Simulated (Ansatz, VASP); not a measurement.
Te in VASP and in Ansatz

File INCAR:

```
ALGO = Normal ; EDIFF = 1E-6
EDIFFG = -0.01 ; ENCUT = 600
GGA = RP ; IBRION = 2
ISIF = 3 ; ISMEAR = -1
LASPH = True ; LCHARG = False
LREAL = False ; LWAVE = False
NELM = 80 ; NSW = 80
PREC = Accurate ; SIGMA = 0.1
```

File KPOINTS:

```
k-points
0
Gamma
  11 11 11
```

Contents of POSCAR:

```
Te
1.0
   -1.9317963558      1.9317963558      1.9317963558
    1.9317963558     -1.9317963558      1.9317963558
    1.9317963558      1.9317963558     -1.9317963558
Te
1
Direct
    0.0000000000      0.0000000000      0.0000000000
```

Input for Ansatz:

```yaml
crystal:
  lattice:
    - [-1.9317963558, 1.9317963558, 1.9317963558]
    - [1.9317963558, -1.9317963558, 1.9317963558]
    - [1.9317963558, 1.9317963558, -1.9317963558]
  atoms:
    - { symbol: Te, position: [0.0, 0.0, 0.0] }
hamiltonian:
  xc: rpbe
  pseudopotentials:
    kind: paw
    azcp:
      Te: "pseudopotentials/Te.paw.azcp"
basis:
  ecutwfc: 420
  fft_grid_basis: typed
kpoints:
  mp_grid: { grid: [11, 11, 11], shift: [0, 0, 0] }
magnetization:
  spin_polarized: false
scf:
  occupations: { method: fermi_dirac, width: 0.1 }
relax:
  max_steps: 60
  f_tol: 0.01
  cell: {}
```

Alike in both runs: task relaxation of cell and atoms; functional RPBE; k mesh 11 × 11 × 11; occupations fermi-dirac, width 0.1 eV; no spin polarisation.

|  | VASP | Ansatz |
| --- | --- | --- |
| version | VASP 6.6.1 | Ansatz 0.2.0 |
| potentials or method | VASP PAW PBE potentials, release 64 (Te), cutoff 600 eV | plane waves (420 eV) with PAW, scalar-relativistic |
| valence electrons in the cell | 6 | 16 |

|  | VASP | Ansatz | Ansatz less VASP |
| --- | --- | --- | --- |
| relaxed volume (Å³/atom) | 29.18 | 29.26 | +0.075 |
| relaxed length of the cell vector where the two differ most in proportion (Å) | 3.359 | 3.362 | +0.0029 |

VASP's potentials were made for PBE, not for RPBE. VASP's potentials hold 6 valence electrons a cell and Ansatz's 16, so a difference there can come from the potentials and not from the codes.

Spin-orbit coupling is off throughout.
